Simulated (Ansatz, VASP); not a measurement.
One calculation of GaS, two programs

```xyz
8
Lattice="3.5917 0.0000 0.0000 -1.7959 3.1105 0.0000 0.0000 0.0000 15.4485" Properties=species:S:1:pos:R:3 pbc="T T T"
Ga    0.0000    2.0737    2.6386
Ga    1.7959    1.0368   10.3628
Ga    0.0000    2.0737    5.0857
Ga    1.7959    1.0368   12.8099
S     0.0000    2.0737    9.2758
S     1.7959    1.0368    1.5515
S     0.0000    2.0737   13.8970
S     1.7959    1.0368    6.1728
```

Alike in both runs: functional PBE; dispersion D3(BJ); k mesh 9 × 9 × 2; occupations gaussian, width 0.02 eV; no spin polarisation.

Ansatz relaxed the structure, and its values are those at the end. VASP's run is a single point on that final structure, the one shown.

|  | VASP | Ansatz |
| --- | --- | --- |
| version | VASP 6.6.1 | Ansatz 0.2.0 |
| potentials or method | VASP PAW PBE potentials, release 64 (Ga_d, S), cutoff 500 eV | scalar-relativistic, plane waves, PAW |
| valence electrons in the cell | 76 | 76 |

|  | VASP | Ansatz | Ansatz less VASP |
| --- | --- | --- | --- |
| gap on the k mesh at the Fermi level (eV) | 1.58 | 1.57 | -0.015 |
| least direct gap on the mesh (eV) | 1.66 | 1.64 | -0.015 |
| pressure (GPa) | -0.1 | 0.0 | +0.05 |
| rms of the force components (eV/Å) | 0.005 | 0.002 | -0.0029 |
